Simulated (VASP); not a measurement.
# Nb in VASP: single point with PBE+D3(BJ)

Aim: the single point of Nb with PBE+D3(BJ).

Everything below comes from runs of VASP 6.6.1. Logs are shortened: lines on timing, memory, paths and dates and some standing lists are left out, and cuts for length are marked.

## 1. The cell of the first run

The cell holds a slab with vacuum, 12 atoms: a = 5.658 Å, b = 5.658 Å, c = 25.780 Å, α = 90.00°, β = 90.00°, γ = 109.47°.

## 2. Single point, PBE+D3(BJ)

File INCAR:

```
SYSTEM = Nb
PREC = Accurate
ENCUT = 400
EDIFF = 1E-6
ISMEAR = 0
SIGMA = 0.1
LREAL = .False.
LASPH = .True.
NELM = 120
ALGO = Normal
ISIF = 2
LWAVE = .False.
LCHARG = .True.
LDIPOL = .True.
IDIPOL = 3
DIPOL = 0.5 0.5 0.399
GGA = PE
IVDW = 12
LELF = .True.
LVHAR = .True.
LVACPOTAV = .True.
NBANDS = 90
GGA_COMPAT = .False.
NELMDL = -8
```

File KPOINTS:

```
Automatic mesh
0
Gamma
  4 4 1
  0 0 0
```

File POSCAR:

```
Nb
1.0
    5.6581536282      0.0000000000      0.0000000000
   -1.8860512094      5.3345583993      0.0000000000
    0.0000000000      0.0000000000     25.7798630918
Nb
12
Direct
    0.2500000000      0.2500000000      0.3103197240
    0.2500000000      0.7500000000      0.3103197240
    0.7500000000      0.2500000000      0.3103197240
    0.7500000000      0.7500000000      0.3103197240
    0.5020380353      0.4981535976      0.3977140061
    0.5008538657     -0.0022809075      0.3985071536
    0.0024917413      0.4994200562      0.3985093705
    0.0010932761     -0.0008064972      0.3985896899
    0.7519532503      0.7430973145      0.4881879558
    0.7539735358      0.2464222173      0.4883373101
    0.2633163841      0.7371514659      0.4899171176
    0.2572925846      0.2484142124      0.4881767334
```

Potentials or basis: VASP PAW PBE potentials, release 64 (Nb_sv).

Launch:

```sh
> cat potpaw_PBE.64/Nb_sv/POTCAR > POTCAR
> mpirun -np 1 vasp_std > vasp.out
```

OUTCAR:

```text
SYSTEM = Nb
   PREC = Accurate
   ENCUT = 400
   EDIFF = 1E-6
   ISMEAR = 0
   LREAL = .False.
   LASPH = .True.
   NELM = 120
   ISIF = 2
   GGA = PE
   IVDW = 12
   NELMDL = -8
 IVDW          = 12

 ion  position               nearest neighbor table
   1  0.250  0.250  0.310-   5 2.78   8 2.80   2 2.83   2 2.83   3 2.83   3 2.83
   2  0.250  0.750  0.310-   7 2.80   6 2.80   1 2.83   1 2.83   4 2.83   4 2.83
   3  0.750  0.250  0.310-   6 2.80   7 2.80   4 2.83   4 2.83   1 2.83   1 2.83
   4  0.750  0.750  0.310-   5 2.78   8 2.80   3 2.83   3 2.83   2 2.83   2 2.83
   5  0.502  0.498  0.398-   4 2.78   1 2.78   6 2.83   7 2.83   7 2.83   6 2.83  12 2.84   9 2.84
[... 7 lines left out ...]
   9  0.752  0.743  0.488-  11 2.75  10 2.81   5 2.84   8 2.84  10 2.84  11 2.91
  10  0.754  0.246  0.488-  12 2.81   9 2.81   7 2.84   6 2.84   9 2.84  12 2.84
  11  0.263  0.737  0.490-   9 2.75  12 2.75   6 2.87   7 2.87  12 2.90   9 2.91
  12  0.257  0.248  0.488-  11 2.75  10 2.81   5 2.84   8 2.84  10 2.84  11 2.90

  LATTYP: Found a base centered orthorhombic cell.
 ALAT       =     6.5334730407
 B/A-ratio  =     1.4142135624
 C/A-ratio  =     3.9458130356

  Lattice vectors:

 A1 = (   5.6581536282,   0.0000000000,   0.0000000000)
 A2 = (  -1.8860512094,   5.3345583993,   0.0000000000)
 A3 = (   0.0000000000,   0.0000000000,  25.7798630918)

Analysis of symmetry for initial positions (statically):
=====================================================================
 Subroutine PRICEL returns:
 Original cell was already a primitive cell.

 Routine SETGRP: Setting up the symmetry group for a
 base centered orthorhombic supercell.

 Subroutine GETGRP returns: Found  1 space group operations
 (whereof  1 operations were pure point group operations)
 out of a pool of  8 trial point group operations.

The static configuration has the point symmetry C_1 .

Analysis of symmetry for dynamics (positions and initial velocities):
=====================================================================
 Subroutine PRICEL returns:
 Original cell was already a primitive cell.

 Routine SETGRP: Setting up the symmetry group for a
 base centered orthorhombic supercell.

 Subroutine GETGRP returns: Found  1 space group operations
 (whereof  1 operations were pure point group operations)
 out of a pool of  8 trial point group operations.

The dynamic configuration has the point symmetry C_1 .
[... 118 lines left out ...]
   EFERMI =   0.00;   METHOD = LEGACY
   ISMEAR =     0;   SIGMA  =   0.10  broadening in eV -4-tet -1-fermi 0-gaus
   EFERMI_NEDOS =   21; number of points for ismear=-14 and -15
   IALGO  =     38    algorithm
   IMIX   =      4    mixing-type and parameters
     AMIX     =   0.40;   BMIX     =  1.00
     AMIX_MAG =   1.60;   BMIX_MAG =  1.00
  volume/ion in A,a.u.               =      64.84       437.59
  Fermi-wavevector in a.u.,A,eV,Ry     =   0.958146  1.810634 12.490748  0.918044
  Thomas-Fermi vector in A             =   2.087227
   LORBIT       =      0    0 simple, 1 ext, 2 COOP (PROOUT), +10 PAW based schemes
   GGA     = PE    functional components
   LHFCALC =     F    Hartree Fock is set to
   AEXX    =    0.0000 exact exchange contribution
   IVDW    =    12    specifies the selected vdW correction
   LEPSILON=     F    determine dielectric tensor
   LRPA    =     F    only Hartree local field effects (RPA)
 non-spin polarized calculation
 Gauss-broadening in eV      SIGMA  =   0.10
  energy-cutoff  :      400.00
  volume of cell :      778.13
 maximum number of plane-waves:     14158
 NGX is ok and might be reduce to    40
   NGX = 19   NGY = 19   NGZ = 85

 dipolmoment           0.000000      0.000000     -0.010823 electrons x Angstroem

 number of electron     156.0000001 magnetization

 dipolmoment           0.000000      0.000000      0.008467 electrons x Angstroem

 Free energy of the ion-electron system (eV)
  ---------------------------------------------------
  ext. energy  EPLUGINS =         0.00000000
  ---------------------------------------------------
  free energy    TOTEN  =      -114.75236189 eV

  energy without entropy =     -114.68547346  energy(sigma->0) =     -114.71891767

 E-fermi :   0.0060     XC(G=0):  -4.2677

 val. band max:       -0.0492994891   @ k =   0.5000   0.5000   0.0000
 cond. band min:       0.0101675242   @ k =   0.0000   0.5000   0.0000
 fundamental gap:      0.0594670133
 Fermi energy:         0.0060061532

 k-point     1 :       0.0000    0.0000    0.0000
  band No.  band energies     occupation
      1     -54.6966      2.00000
      2     -54.6608      2.00000
      3     -54.5306      2.00000
      4     -54.5224      2.00000
      5     -54.5156      2.00000
      6     -54.5124      2.00000
[... 919 lines left out ...]
     89       1.3789      0.00000
     90       1.4559      0.00000

------------------------ aborting loop because EDIFF is reached ----------------------------------------

 Edisp (eV)   -5.96920

 E8    (eV) :    -3.0326

  FORCE on cell =-STRESS in cart. coord.  units (eV):
  Direction    XX          YY          ZZ          XY          YZ          ZX
  --------------------------------------------------------------------------------------
  -------------------------------------------------------------------------------------
  Total     -17.86494   -14.99254    -2.04649     4.06154     0.76232    -1.10767
  in kB     -36.78395   -30.86967    -4.21372     8.36271     1.56961    -2.28070
  external pressure =      -23.96 kB  Pullay stress =        0.00 kB

 VOLUME and BASIS-vectors are now :
 -----------------------------------------------------------------------------
  energy-cutoff  :      400.00
  volume of cell :      778.13
      direct lattice vectors                 reciprocal lattice vectors
     5.658153628  0.000000000  0.000000000     0.176736099  0.062485647  0.000000000
    -1.886051209  5.334558399  0.000000000     0.000000000  0.187456941  0.000000000
     0.000000000  0.000000000 25.779863092     0.000000000  0.000000000  0.038789966

 POSITION                                       TOTAL-FORCE (eV/Angst)
 -----------------------------------------------------------------------------------
      0.94303      1.33364      8.00000         0.030368     -0.060732     -0.122544
      0.00000      4.00092      8.00000        -0.017667      0.014079     -0.056673
      3.77210      1.33364      8.00000         0.043798     -0.029558     -0.085599
      2.82908      4.00092      8.00000         0.069221     -0.006264     -0.122035
      1.90107      2.65743     10.25301         0.004308     -0.001607      0.389448
      0.95216      5.32239     10.27346         0.092287     -0.023591      0.258267
     -0.92783      2.66419     10.27352         0.054114     -0.081599      0.257924
     -1.87834      5.33026     10.27559         0.075107     -0.056538      0.224494
      2.85315      3.96410     12.58542         0.056035      0.215369     -0.128040
      3.80133      1.31455     12.58927         0.139145     -0.099465     -0.123893
      0.09958      3.93238     12.63000        -0.361855      0.252944     -0.365743
      0.98728      1.32518     12.58513        -0.184860     -0.123039     -0.125608
 -----------------------------------------------------------------------------------
    total drift:                               -0.000172      0.000088      0.000173

  FREE ENERGIE OF THE ION-ELECTRON SYSTEM (eV)
  ---------------------------------------------------
  free  energy   TOTEN  =      -120.7215578092 eV

  energy  without entropy=     -120.6546693839  energy(sigma->0) =     -120.68811360

 vacuum level on the upper side and lower side of the slab         4.580         4.530
```

OSZICAR:

```text
N       E                     dE             d eps       ncg     rms          rms(c)
DAV:   1     0.140960782972E+04    0.14096E+04   -0.80318E+04  2536   0.127E+03
DAV:   2     0.535914933497E+02   -0.13560E+04   -0.13254E+04  2198   0.487E+02
DAV:   3    -0.105497857308E+03   -0.15909E+03   -0.15377E+03  2704   0.106E+02
[... 28 lines left out ...]
DAV:  32    -0.114752354097E+03   -0.13247E-04   -0.64103E-07  1368   0.282E-03    0.115E-03
DAV:  33    -0.114752358201E+03   -0.41038E-05   -0.13657E-07  1200   0.182E-03    0.515E-04
DAV:  34    -0.114752360197E+03   -0.19963E-05   -0.10091E-07  1200   0.151E-03    0.493E-04
DAV:  35    -0.114752361463E+03   -0.12660E-05   -0.76498E-08  1176   0.127E-03    0.382E-04
DAV:  36    -0.114752361887E+03   -0.42437E-06   -0.51009E-08  1176   0.999E-04
   1 F= -.12072156E+03 E0= -.12068811E+03  d E =-.668884E-01
```

stdout:

```text
POSCAR found type information on POSCAR Nb
 POSCAR found :  1 types and      12 ions
 scaLAPACK will be used
 LDA part: xc-table for (Slater+PW92), standard interpolation
 POSCAR, INCAR and KPOINTS ok, starting setup
 FFT: planning ... GRIDC
 FFT: planning ... GRID_SOFT
 FFT: planning ... GRID
 WAVECAR not read
 entering main loop
 -----------------------------------------------------------------------------
|                                                                             |
|           W    W    AA    RRRRR   N    N  II  N    N   GGGG   !!!           |
|           W    W   A  A   R    R  NN   N  II  NN   N  G    G  !!!           |
|           W    W  A    A  R    R  N N  N  II  N N  N  G       !!!           |
|           W WW W  AAAAAA  RRRRR   N  N N  II  N  N N  G  GGG   !            |
|           WW  WW  A    A  R   R   N   NN  II  N   NN  G    G                |
|           W    W  A    A  R    R  N    N  II  N    N   GGGG   !!!           |
|                                                                             |
|     Did not find any points to average over, which means that no vacuum     |
|     field-free region was found. Please increase the size of  your cell     |
|     in the dimension of the dipole correction to obtain accurate            |
|     workfunction values.                                                    |
|                                                                             |
 -----------------------------------------------------------------------------
```

Wall time 35 min (1 thread of Intel Xeon Platinum 8259CL at 2.50GHz (Skylake/Cascade Lake), shared host); peak memory 0.73 GiB.

Results:

| Item | Value |
| --- | --- |
| Free energy | -120.7216 eV |
| Largest force | 0.573 eV/Å |
| Band gap on the k mesh | zero (bands 78 and 79 overlap by 1.23 eV) |
| Dispersion energy per atom | -0.497 eV |

Forces in eV/Å, atoms in the order of the input:
```
Nb   0.030 -0.061 -0.123
Nb  -0.018  0.014 -0.057
Nb   0.044 -0.030 -0.086
Nb   0.069 -0.006 -0.122
Nb   0.004 -0.002  0.389
Nb   0.092 -0.024  0.258
Nb   0.054 -0.082  0.258
Nb   0.075 -0.057  0.224
Nb   0.056  0.215 -0.128
Nb   0.139 -0.099 -0.124
Nb  -0.362  0.253 -0.366
Nb  -0.185 -0.123 -0.126
```
